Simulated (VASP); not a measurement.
# AgBr (Fm-3m) in VASP: further runs, part 3 of 3

VASP 6.6.1. The steps go on from the part before.

**6. Phonons, r2SCAN**

This run uses another cell than the first one, of 24.20 Å³/atom.

File INCAR:

```
PREC = Accurate
ENCUT = 550
EDIFF = 1E-8
ISMEAR = 0
SIGMA = 0.01
LREAL = False
LASPH = True
NELM = 120
ALGO = Normal
ISIF = 2
LWAVE = False
LCHARG = False
METAGGA = R2SCAN
LMIXTAU = True
NBANDS = 16
IBRION = 6
NFREE = 2
POTIM = 0.015
NSW = 1
GGA_COMPAT = False
```

File KPOINTS:

```
Automatic mesh
0
Gamma
  8 8 8
```

File POSCAR:

```
AgBr
1.0
    2.8925452821      2.8925452821      0.0000000000
   -2.8925452821      2.8925452821      0.0000000000
    0.0000000000      2.8925452821      2.8925452821
Ag Br
1 1
Direct
    0.0000000000      0.0000000000      0.0000000000
    0.5000000000      0.5000000000      0.0000000000
```

Potentials or basis: VASP PAW PBE potentials, release 64 (Ag, Br).

The run is started by

```sh
> cat potpaw_PBE.64/Ag/POTCAR potpaw_PBE.64/Br/POTCAR > POTCAR
> mpirun -np 1 vasp_std > vasp.out
```

OUTCAR:

```text
PREC = Accurate
   ENCUT = 550
   EDIFF = 1E-8
   ISMEAR = 0
   LREAL = False
   LASPH = True
   NELM = 120
   ISIF = 2
   METAGGA = R2SCAN
   IBRION = 6
   NFREE = 2
   POTIM = 0.015
   NSW = 1

 ion  position               nearest neighbor table
   1  0.000  0.000  0.000-   2 2.89   2 2.89   2 2.89   2 2.89   2 2.89   2 2.89
   2  0.500  0.500  0.000-   1 2.89   1 2.89   1 2.89   1 2.89   1 2.89   1 2.89

  LATTYP: Found a face centered cubic cell.
 ALAT       =     5.7850905642

  Lattice vectors:

 A1 = (   0.0000000000,   2.8925452821,   2.8925452821)
 A2 = (   2.8925452821,   0.0000000000,   2.8925452821)
 A3 = (   2.8925452821,   2.8925452821,   0.0000000000)

Analysis of symmetry for initial positions (statically):
=====================================================================
 Subroutine PRICEL returns:
 Original cell was already a primitive cell.

 Routine SETGRP: Setting up the symmetry group for a
 face centered cubic supercell.

 Subroutine GETGRP returns: Found 48 space group operations
 (whereof 48 operations were pure point group operations)
 out of a pool of 48 trial point group operations.

The static configuration has the point symmetry O_h .

Analysis of symmetry for dynamics (positions and initial velocities):
=====================================================================
 Subroutine PRICEL returns:
 Original cell was already a primitive cell.

 Routine SETGRP: Setting up the symmetry group for a
 face centered cubic supercell.

 Subroutine GETGRP returns: Found 48 space group operations
 (whereof 48 operations were pure point group operations)
 out of a pool of 48 trial point group operations.

The dynamic configuration has the point symmetry O_h .

 Subroutine INISYM returns: Found 48 space group operations
 (whereof 48 operations are pure point group operations),
 and found     1 'primitive' translations

----------------------------------------------------------------------------------------

                                     Primitive cell

  volume of cell :      48.4028

  direct lattice vectors                    reciprocal lattice vectors
     2.892545282  2.892545282  0.000000000     0.172858141  0.172858141 -0.172858141
    -2.892545282  2.892545282  0.000000000    -0.172858141  0.172858141 -0.172858141
     0.000000000  2.892545282  2.892545282     0.000000000  0.000000000  0.345716282

  length of vectors
     4.090676768  4.090676768  4.090676768     0.299399083  0.299399083  0.345716282

  position of ions in fractional coordinates (direct lattice)
     0.000000000  0.000000000  0.000000000
     0.500000000  0.500000000  0.000000000

  ion indices of the primitive-cell ions
   primitive index   ion index
                 1           1
                 2           2
[... 99 lines left out ...]
   AEXX    =    0.0000 exact exchange contribution
   IVDW    =     0    specifies the selected vdW correction
   LEPSILON=     F    determine dielectric tensor
   LRPA    =     F    only Hartree local field effects (RPA)
 finite differences with symmetry
 non-spin polarized calculation
 Gauss-broadening in eV      SIGMA  =   0.01
  energy-cutoff  :      550.00
  volume of cell :       48.40
 maximum number of plane-waves:      1428
   NGX = 15   NGY = 15   NGZ = 15

--------------------------------------- Ionic step        1  -------------------------------------------

 number of electron      17.9999999 magnetization

 Free energy of the ion-electron system (eV)
  ---------------------------------------------------
  ext. energy  EPLUGINS =         0.00000000
  ---------------------------------------------------
  free energy    TOTEN  =       -35.51435484 eV

  energy without entropy =      -35.51435484  energy(sigma->0) =      -35.51435484

------------------------ aborting loop because EDIFF is reached ----------------------------------------

  FORCE on cell =-STRESS in cart. coord.  units (eV):
  Direction    XX          YY          ZZ          XY          YZ          ZX
  --------------------------------------------------------------------------------------
  -------------------------------------------------------------------------------------
  Total       -0.0170140     -0.0170140     -0.0170140      0.0000000      0.0000000     -0.0000000
  in kB       -0.5631777     -0.5631777     -0.5631777      0.0000000      0.0000000     -0.0000000
  external PRESSURE =      -0.5631777 kB  Pullay stress =       0.0000000 kB
[... 131 lines left out ...]
--------------------------------------- Ionic step        5  -------------------------------------------

 number of electron      17.9999999 magnetization

 Free energy of the ion-electron system (eV)
  ---------------------------------------------------
  ext. energy  EPLUGINS =         0.00000000
  ---------------------------------------------------
  free energy    TOTEN  =       -35.51422985 eV

  energy without entropy =      -35.51422985  energy(sigma->0) =      -35.51422985

 E-fermi :   3.1411     XC(G=0): -10.2448

 val. band max:        3.0337717375   @ k =   0.5000   0.0000   0.0000
 cond. band min:       4.2798932484   @ k =   0.0000   0.0000   0.0000
 fundamental gap:      1.2461215109
 Fermi energy:         3.1410796547

 k-point     1 :       0.0000    0.0000    0.0000
  band No.  band energies     occupation
      1     -12.4201      2.00000
      2       0.3523      2.00000
      3       0.3523      2.00000
      4       0.3535      2.00000
      5       0.3570      2.00000
      6       0.3610      2.00000
[... 433 lines left out ...]
      3      -0.9781      2.00000
      4      -0.9531      2.00000
      5       0.5933      2.00000
      6       0.6440      2.00000
[... 8 lines left out ...]
     15      16.2846      0.00000
     16      18.0110      0.00000

 [... further k-points ...]

------------------------ aborting loop because EDIFF is reached ----------------------------------------

  FORCE on cell =-STRESS in cart. coord.  units (eV):
  Direction    XX          YY          ZZ          XY          YZ          ZX
  --------------------------------------------------------------------------------------
  -------------------------------------------------------------------------------------
  Total       -0.0142483     -0.0172957     -0.0172957      0.0000000      0.0000000      0.0000000
  in kB       -0.4716323     -0.5725044     -0.5725044      0.0000000      0.0000000      0.0000000
  external PRESSURE =      -0.5388804 kB  Pullay stress =       0.0000000 kB
[... 17 lines left out ...]
  FREE ENERGIE OF THE ION-ELECTRON SYSTEM (eV)
  ---------------------------------------------------
  free  energy   TOTEN  =       -35.5142298455 eV

  energy  without entropy=      -35.5142298455  energy(sigma->0) =      -35.51422985

 INTERNAL STRAIN TENSORS FROM DISPLACED ATOMS
 ============================================

 INTERNAL STRAIN TENSOR FOR ION    1 for displacements in x,y,z  (eV/Angst):
          X           Y           Z          XY          YZ          ZX
  --------------------------------------------------------------------------------
  x     0.00000     0.00000     0.00000     0.00000     0.00000     0.00000
  y     0.00000     0.00000     0.00000     0.00000     0.00000     0.00000
  z     0.00000     0.00000     0.00000     0.00000     0.00000     0.00000

 INTERNAL STRAIN TENSOR FOR ION    2 for displacements in x,y,z  (eV/Angst):
          X           Y           Z          XY          YZ          ZX
  --------------------------------------------------------------------------------
  x     0.00000     0.00000     0.00000     0.00000     0.00000     0.00000
  y     0.00000     0.00000     0.00000     0.00000     0.00000     0.00000
  z     0.00000     0.00000     0.00000     0.00000     0.00000     0.00000

 Eigenvectors and eigenvalues of the dynamical matrix
 ----------------------------------------------------

   1 f  =    2.464516 THz    15.485012 2PiTHz   82.207410 cm-1    10.192415 meV
             X         Y         Z           dx          dy          dz
      0.000000  0.000000  0.000000     0.045575   -0.155507    0.631967
      0.000000  2.892545  0.000000    -0.052942    0.180642   -0.734115
[... 21 lines left out ...]
   6 f/i=    0.000259 THz     0.001630 2PiTHz    0.008652 cm-1     0.001073 meV
             X         Y         Z           dx          dy          dz
      0.000000  0.000000  0.000000     0.023580    0.412094   -0.635595
      0.000000  2.892545  0.000000     0.020299    0.354754   -0.547156

 ELASTIC MODULI CONTR FROM IONIC RELAXATION (kBar)
 Direction    XX          YY          ZZ          XY          YZ          ZX
 --------------------------------------------------------------------------------
 XX           0.0000      0.0000      0.0000      0.0000      0.0000      0.0000
 YY           0.0000      0.0000      0.0000      0.0000      0.0000      0.0000
 ZZ           0.0000      0.0000      0.0000      0.0000      0.0000      0.0000
 XY           0.0000      0.0000      0.0000      0.0000      0.0000      0.0000
 YZ           0.0000      0.0000      0.0000      0.0000      0.0000      0.0000
 ZX           0.0000      0.0000      0.0000      0.0000      0.0000      0.0000
 --------------------------------------------------------------------------------
```

Run time: 4.1 min. Hardware: 1 thread of Intel Xeon 6975P-C (Granite Rapids), shared host; peak memory 0.25 GiB.

What came out:

```
Highest phonon frequency at Γ, LO-TO splitting left out : 82 cm⁻¹
```

Phonon frequencies in cm⁻¹ (negative: imaginary):
```
              q point     frequencies
(0.000, 0.000, 0.000)  0 0 0 82 82 82
```

Caveat: the PAW data sets were made with another functional, which shifts forces and pressure a little.
